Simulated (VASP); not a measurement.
A run of VASP 6.6.1:

The input INCAR:

```
SYSTEM = C
  PREC = Accurate
  ENCUT = 520
  EDIFF = 1E-7
  ISMEAR = 0
  SIGMA = 0.15
  LREAL = .False.
  LASPH = .True.
  NELM = 100
  ALGO = Normal
  ISIF = 2
  LWAVE = .False.
  LCHARG = .False.
  GGA = PS
  IVDW = 12
  NBANDS = 11
```

KPOINTS

```
regular mesh
0
Gamma
  21 21 12
  0 0 0
```

File POSCAR:

```
C
1.0
    2.4780568104      0.0000000000      0.0000000000
   -1.2390284052      2.1460601498      0.0000000000
    0.0000000000      0.0000000000      3.5587769439
C
2
Direct
    0.3239365790      0.6478731580      0.0000000000
    0.6760634210      0.3521268420      0.0000000000
```

Potentials or basis: VASP PAW PBE potentials, release 64 (C).

Launch:

```console
$ cat potpaw_PBE.64/C/POTCAR > POTCAR
$ mpirun -np 1 vasp_std > vasp.out
```

Hardware: 1 thread of Intel Xeon 6975P-C (shared host).

Task: How long does it take, and how much memory?

Result: It took 82 s on 1 thread of Intel Xeon 6975P-C, with other jobs on the host, peak memory 0.25 GiB. Counts: scf iterations 13, k points 847.
